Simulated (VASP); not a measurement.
# NiPNF (P4/nmm) in VASP: single point with r2SCAN+U

Aim: the single point of NiPNF with r2SCAN+U.

Everything below comes from runs of VASP 6.6.1. Logs are shortened: lines on timing, memory, paths and dates and some standing lists are left out, and cuts for length are marked.

## (1) The cell of the first run

It takes space group P4/nmm (No. 129, tetragonal). Conventional cell: a = 3.508 Å, b = 3.508 Å, c = 7.978 Å, α = 90.00°, β = 90.00°, γ = 90.00°. Within 3.0 Å of N (site symmetry 4mm) lie 4 F at 2.20 Å and 4 P at 2.90 Å. Ni (site symmetry -4m2) has 4 P at 2.10 Å and 4 Ni at 2.48 Å within 2.8 Å. P (site symmetry 4mm) has 4 Ni at 2.10 Å and 4 N at 2.90 Å within 3.0 Å. F (site symmetry -4m2) has 4 N at 2.20 Å and 4 F at 2.48 Å within 2.9 Å.

## (2) Single point, r2SCAN+U

Contents of POSCAR:

```
NiPNF
1.0
    3.5080350300      0.0000000000      0.0000000000
    0.0000000000      3.5080350300      0.0000000000
    0.0000000000      0.0000000000      7.9775574300
N Ni P F
2 2 2 2
Direct
    0.2500000000      0.2500000000      0.3334300000
    0.7500000000      0.7500000000      0.6665700000
    0.2500000000      0.7500000000      0.0000000000
    0.7500000000      0.2500000000      0.0000000000
    0.7500000000      0.7500000000      0.1444000000
    0.2500000000      0.2500000000      0.8556000000
    0.2500000000      0.7500000000      0.5000000000
    0.7500000000      0.2500000000      0.5000000000
```

Contents of INCAR.step1:

```
PREC = Accurate
ENCUT = 520
ISMEAR = -5
SIGMA = 0.1
LREAL = F
LASPH = T
NELM = 150
LMAXMIX = 4
LDAU = T
LDAUTYPE = 2
LDAUL = -1 2 -1 -1
LDAUU = 0 4.58 0 0
LDAUJ = 0 0 0 0
NBANDS = 37
GGA = PE
ALGO = Normal
EDIFF = 1E-4
LWAVE = T
LCHARG = F
```

Contents of INCAR.step2:

```
PREC = Accurate
ENCUT = 520
EDIFF = 1E-6
ISMEAR = -1
SIGMA = 0.1
LREAL = F
LASPH = T
NELM = 150
ALGO = Normal
ISIF = 2
LWAVE = F
LCHARG = F
LMAXMIX = 4
LDAU = T
LDAUTYPE = 2
LDAUL = -1 2 -1 -1
LDAUU = 0 4.58 0 0
LDAUJ = 0 0 0 0
LDAUPRINT = 1
METAGGA = R2SCAN
LMIXTAU = T
LORBIT = 11
NBANDS = 37
ISTART = 1
```

Contents of KPOINTS:

```
Automatic mesh
0
Gamma
  7 7 3
```

Potentials or basis: VASP PAW PBE potentials, release 64 (N, Ni, P, F).

On the command line:

```sh
$ cat potpaw_PBE.64/N/POTCAR potpaw_PBE.64/Ni/POTCAR potpaw_PBE.64/P/POTCAR potpaw_PBE.64/F/POTCAR > POTCAR
$ cp INCAR.step1 INCAR
$ mpirun -np 1 vasp_std > vasp.out
$ cp INCAR.step2 INCAR
$ mpirun -np 1 vasp_std > vasp.out
```

OUTCAR:

```text
PREC = Accurate
   ENCUT = 520
   EDIFF = 1E-6
   ISMEAR = -1
   LREAL = F
   LASPH = T
   NELM = 150
   ISIF = 2
   METAGGA = R2SCAN
   LORBIT = 11
   ISTART = 1

 ion  position               nearest neighbor table
   1  0.250  0.250  0.333-
   2  0.750  0.750  0.667-
   3  0.250  0.750  0.000-   5 2.10   6 2.10   6 2.10   5 2.10   4 2.48   4 2.48   4 2.48   4 2.48

   4  0.750  0.250  0.000-   5 2.10   6 2.10   5 2.10   6 2.10   3 2.48   3 2.48   3 2.48   3 2.48

   5  0.750  0.750  0.144-   3 2.10   4 2.10   4 2.10   3 2.10
   6  0.250  0.250  0.856-   3 2.10   4 2.10   3 2.10   4 2.10
   7  0.250  0.750  0.500-
   8  0.750  0.250  0.500-

  LATTYP: Found a simple tetragonal cell.
 ALAT       =     3.5080350300
 C/A-ratio  =     2.2740814621

  Lattice vectors:

 A1 = (   3.5080350300,   0.0000000000,   0.0000000000)
 A2 = (   0.0000000000,   3.5080350300,   0.0000000000)
 A3 = (   0.0000000000,   0.0000000000,   7.9775574300)

Analysis of symmetry for initial positions (statically):
=====================================================================
 Subroutine PRICEL returns:
 Original cell was already a primitive cell.

 Routine SETGRP: Setting up the symmetry group for a
 simple tetragonal supercell.

 Subroutine GETGRP returns: Found 16 space group operations
 (whereof  4 operations were pure point group operations)
 out of a pool of 16 trial point group operations.

The static configuration has the point symmetry C_2h.
 The point group associated with its full space group is D_4h.

Analysis of symmetry for dynamics (positions and initial velocities):
=====================================================================
 Subroutine PRICEL returns:
 Original cell was already a primitive cell.

 Routine SETGRP: Setting up the symmetry group for a
 simple tetragonal supercell.

 Subroutine GETGRP returns: Found 16 space group operations
 (whereof  4 operations were pure point group operations)
 out of a pool of 16 trial point group operations.

The dynamic configuration has the point symmetry C_2h.
 The point group associated with its full space group is D_4h.

 Subroutine INISYM returns: Found 16 space group operations
 (whereof  4 operations are pure point group operations),
 and found     1 'primitive' translations

----------------------------------------------------------------------------------------

                                     Primitive cell

  volume of cell :      98.1743

  direct lattice vectors                    reciprocal lattice vectors
     3.508035030  0.000000000  0.000000000     0.285059867  0.000000000  0.000000000
     0.000000000  3.508035030  0.000000000     0.000000000  0.285059867  0.000000000
     0.000000000  0.000000000  7.977557430     0.000000000  0.000000000  0.125351652

  length of vectors
     3.508035030  3.508035030  7.977557430     0.285059867  0.285059867  0.125351652

  position of ions in fractional coordinates (direct lattice)
     0.250000000  0.250000000  0.333430000
     0.750000000  0.750000000  0.666570000
     0.250000000  0.750000000  0.000000000
     0.750000000  0.250000000  0.000000000
     0.750000000  0.750000000  0.144400000
     0.250000000  0.250000000  0.855600000
[... 133 lines left out ...]

spin component  2

  0.8778  0.0000 -0.0000 -0.0000 -0.0000
  0.0000  0.8817 -0.0000  0.0000  0.0000
 -0.0000 -0.0000  0.9206  0.0000  0.0000
 -0.0000  0.0000  0.0000  0.8817  0.0000
 -0.0000  0.0000  0.0000  0.0000  0.8705

 occupancies and eigenvectors

  o =  0.8705  v =  0.0000 -0.0000  0.0000 -0.0000 -1.0000  0.0000  0.0000  0.0000  0.0000  0.0000      0.0000  0.0000  0.0000  0.0000  0.0000  0.0000  0.0000  0.0000  0.0000  0.0000
  o =  0.8705  v =  0.0000  0.0000  0.0000  0.0000  0.0000  0.0000 -0.0000  0.0000 -0.0000 -1.0000      0.0000  0.0000  0.0000  0.0000  0.0000  0.0000  0.0000  0.0000  0.0000  0.0000
  o =  0.8778  v =  1.0000  0.0000  0.0000  0.0000  0.0000  0.0000  0.0000  0.0000  0.0000  0.0000      0.0000  0.0000  0.0000  0.0000  0.0000  0.0000  0.0000  0.0000  0.0000  0.0000
  o =  0.8778  v =  0.0000  0.0000  0.0000  0.0000  0.0000  1.0000  0.0000  0.0000  0.0000  0.0000      0.0000  0.0000  0.0000  0.0000  0.0000  0.0000  0.0000  0.0000  0.0000  0.0000
  o =  0.8817  v =  0.0000 -0.7109  0.0000  0.7033  0.0000  0.0000  0.0000  0.0000  0.0000  0.0000      0.0000  0.0000  0.0000  0.0000  0.0000  0.0000  0.0000  0.0000  0.0000  0.0000
  o =  0.8817  v =  0.0000  0.0000  0.0000  0.0000  0.0000  0.0000 -0.7109  0.0000  0.7033  0.0000      0.0000  0.0000  0.0000  0.0000  0.0000  0.0000  0.0000  0.0000  0.0000  0.0000
  o =  0.8817  v =  0.0000 -0.7033 -0.0000 -0.7109  0.0000  0.0000  0.0000  0.0000  0.0000  0.0000      0.0000  0.0000  0.0000  0.0000  0.0000  0.0000  0.0000  0.0000  0.0000  0.0000
  o =  0.8817  v =  0.0000  0.0000  0.0000  0.0000  0.0000  0.0000 -0.7033 -0.0000 -0.7109  0.0000      0.0000  0.0000  0.0000  0.0000  0.0000  0.0000  0.0000  0.0000  0.0000  0.0000
  o =  0.9206  v =  0.0000  0.0000  0.0000  0.0000  0.0000  0.0000 -0.0000 -1.0000  0.0000 -0.0000      0.0000  0.0000  0.0000  0.0000  0.0000  0.0000  0.0000  0.0000  0.0000  0.0000
  o =  0.9206  v =  0.0000 -0.0000 -1.0000  0.0000 -0.0000  0.0000  0.0000  0.0000  0.0000  0.0000      0.0000  0.0000  0.0000  0.0000  0.0000  0.0000  0.0000  0.0000  0.0000  0.0000

atom =   4  type =  2  l = 2

 onsite density matrix

spin component  1

  0.8778  0.0000  0.0000 -0.0000 -0.0000
  0.0000  0.8817  0.0000 -0.0000  0.0000
  0.0000  0.0000  0.9206  0.0000 -0.0000
 -0.0000 -0.0000  0.0000  0.8817  0.0000
 -0.0000  0.0000 -0.0000  0.0000  0.8705

spin component  2

  0.8778  0.0000  0.0000 -0.0000 -0.0000
  0.0000  0.8817  0.0000 -0.0000  0.0000
  0.0000  0.0000  0.9206  0.0000 -0.0000
 -0.0000 -0.0000  0.0000  0.8817  0.0000
 -0.0000  0.0000 -0.0000  0.0000  0.8705

 occupancies and eigenvectors

  o =  0.8705  v =  0.0000 -0.0000 -0.0000 -0.0000 -1.0000  0.0000  0.0000  0.0000  0.0000  0.0000      0.0000  0.0000  0.0000  0.0000  0.0000  0.0000  0.0000  0.0000  0.0000  0.0000
  o =  0.8705  v =  0.0000  0.0000  0.0000  0.0000  0.0000  0.0000 -0.0000 -0.0000 -0.0000 -1.0000      0.0000  0.0000  0.0000  0.0000  0.0000  0.0000  0.0000  0.0000  0.0000  0.0000
  o =  0.8778  v =  1.0000  0.0000  0.0000  0.0000  0.0000  0.0000  0.0000  0.0000  0.0000  0.0000      0.0000  0.0000  0.0000  0.0000  0.0000  0.0000  0.0000  0.0000  0.0000  0.0000
  o =  0.8778  v =  0.0000  0.0000  0.0000  0.0000  0.0000  1.0000  0.0000  0.0000  0.0000  0.0000      0.0000  0.0000  0.0000  0.0000  0.0000  0.0000  0.0000  0.0000  0.0000  0.0000
  o =  0.8817  v =  0.0000 -0.8597 -0.0000  0.5109 -0.0000  0.0000  0.0000  0.0000  0.0000  0.0000      0.0000  0.0000  0.0000  0.0000  0.0000  0.0000  0.0000  0.0000  0.0000  0.0000
  o =  0.8817  v =  0.0000  0.0000  0.0000  0.0000  0.0000  0.0000 -0.8597 -0.0000  0.5109 -0.0000      0.0000  0.0000  0.0000  0.0000  0.0000  0.0000  0.0000  0.0000  0.0000  0.0000
  o =  0.8817  v =  0.0000  0.5109  0.0000  0.8597 -0.0000  0.0000  0.0000  0.0000  0.0000  0.0000      0.0000  0.0000  0.0000  0.0000  0.0000  0.0000  0.0000  0.0000  0.0000  0.0000
  o =  0.8817  v =  0.0000  0.0000  0.0000  0.0000  0.0000  0.0000  0.5109  0.0000  0.8597 -0.0000      0.0000  0.0000  0.0000  0.0000  0.0000  0.0000  0.0000  0.0000  0.0000  0.0000
  o =  0.9206  v =  0.0000  0.0000  0.0000  0.0000  0.0000  0.0000 -0.0000  1.0000 -0.0000 -0.0000      0.0000  0.0000  0.0000  0.0000  0.0000  0.0000  0.0000  0.0000  0.0000  0.0000
  o =  0.9206  v =  0.0000 -0.0000  1.0000 -0.0000 -0.0000  0.0000  0.0000  0.0000  0.0000  0.0000      0.0000  0.0000  0.0000  0.0000  0.0000  0.0000  0.0000  0.0000  0.0000  0.0000

 number of electron      53.9999964 magnetization

 Free energy of the ion-electron system (eV)
  ---------------------------------------------------
  ext. energy  EPLUGINS =         0.00000000
  ---------------------------------------------------
  free energy    TOTEN  =       -50.07784545 eV

  energy without entropy =      -49.82019738  energy(sigma->0) =      -49.94902141

 E-fermi :   4.0354     XC(G=0): -11.5242

 val. band max:        4.0303442004   @ k =   0.0000   0.0000   0.0000
 cond. band min:       4.0398278160   @ k =   0.0000   0.0000   0.3333
 fundamental gap:      0.0094836155
 Fermi energy:         4.0353831731

 k-point     1 :       0.0000    0.0000    0.0000
  band No.  band energies     occupation
      1     -19.5603      2.00000
      2     -18.3478      2.00000
      3     -10.2825      2.00000
      4     -10.1466      2.00000
      5      -8.5271      2.00000
      6      -7.1580      2.00000
[... 789 lines left out ...]
     36      12.3969      0.00000
     37      13.4046      0.00000

------------------------ aborting loop because EDIFF is reached ----------------------------------------

  FORCE on cell =-STRESS in cart. coord.  units (eV):
  Direction    XX          YY          ZZ          XY          YZ          ZX
  --------------------------------------------------------------------------------------
  -------------------------------------------------------------------------------------
  Total        1.2458317      1.2458317     -3.3566516      0.0000000      0.0000000     -0.0000000
  in kB       20.3316290     20.3316290    -54.7796262      0.0000000      0.0000000     -0.0000000
  external PRESSURE =      -4.7054561 kB  Pullay stress =       0.0000000 kB

 VOLUME and BASIS-vectors are now :
 -----------------------------------------------------------------------------
  energy-cutoff  :      520.00
  volume of cell :       98.17
      direct lattice vectors                 reciprocal lattice vectors
     3.508035030  0.000000000  0.000000000     0.285059867  0.000000000  0.000000000
     0.000000000  3.508035030  0.000000000     0.000000000  0.285059867  0.000000000
     0.000000000  0.000000000  7.977557430     0.000000000  0.000000000  0.125351652

 POSITION                                       TOTAL-FORCE (eV/Angst)
 -----------------------------------------------------------------------------------
      0.87701      0.87701      2.65996         0.000000     -0.000000      0.030833
      2.63103      2.63103      5.31760        -0.000000     -0.000000     -0.030833
      0.87701      2.63103      0.00000        -0.000000      0.000000      0.000000
      2.63103      0.87701      0.00000         0.000000     -0.000000      0.000000
      2.63103      2.63103      1.15196        -0.000000     -0.000000      2.706405
      0.87701      0.87701      6.82560        -0.000000      0.000000     -2.706405
      0.87701      2.63103      3.98878         0.000000     -0.000000      0.000000
      2.63103      0.87701      3.98878        -0.000000      0.000000      0.000000
 -----------------------------------------------------------------------------------
    total drift:                                0.000000      0.000000     -0.000000

  FREE ENERGIE OF THE ION-ELECTRON SYSTEM (eV)
  ---------------------------------------------------
  free  energy   TOTEN  =       -50.0778454527 eV

  energy  without entropy=      -49.8201973770  energy(sigma->0) =      -49.94902141

 total charge

# of ion       s       p       d       tot
------------------------------------------
    1        1.416   1.771   0.000   3.187
    2        1.416   1.771   0.000   3.187
    3        0.587   0.717   8.821  10.125
    4        0.587   0.717   8.821  10.125
    5        1.090   1.355   0.000   2.445
    6        1.090   1.355   0.000   2.445
    7        1.772   4.139   0.000   5.911
    8        1.772   4.139   0.000   5.911
--------------------------------------------------
tot          9.729  15.964  17.642  43.335
```

It took 3.4 min on 1 thread of Intel Xeon Platinum 8488C (Sapphire Rapids), shared host; peak memory 0.25 GiB.

What came out:

```yaml
Free_energy: -50.0778 eV
Pressure: -0.5 GPa
Largest_force: 2.706 eV/Å
Band_gap_on_the_k_mesh: zero (bands 27 and 28 overlap by 0.81 eV)
Valence_electrons_inside_the_program's_atomic_spheres: N 3.19; Ni 10.12; P 2.44; F 5.91
```

Forces in eV/Å, atoms in the order of the input:
```
N    0.000  0.000  0.031
N    0.000  0.000 -0.031
Ni   0.000  0.000  0.000
Ni   0.000  0.000  0.000
P    0.000  0.000  2.706
P    0.000  0.000 -2.706
F    0.000  0.000  0.000
F    0.000  0.000  0.000
```

Stress tensor (GPa, compression positive):
```
 2.03  0.00  0.00
 0.00  2.03  0.00
 0.00  0.00 -5.48
```

Eigenvalues of the final occupation matrices:
```tsv
site	spin	trace	eigenvalues
site 3 d	1	4.43	0.87 0.88 0.88 0.88 0.92
site 3 d	2	4.43	0.87 0.88 0.88 0.88 0.92
site 4 d	1	4.43	0.87 0.88 0.88 0.88 0.92
site 4 d	2	4.43	0.87 0.88 0.88 0.88 0.92
```

Caveat: the PAW data sets were made with another functional, which shifts forces and pressure a little; the run has no spin polarisation, though such a crystal can be magnetic; U without spin polarisation on a metal has little footing. Spin polarisation is off, so any magnetic state and its effect on volume and gap are missing.
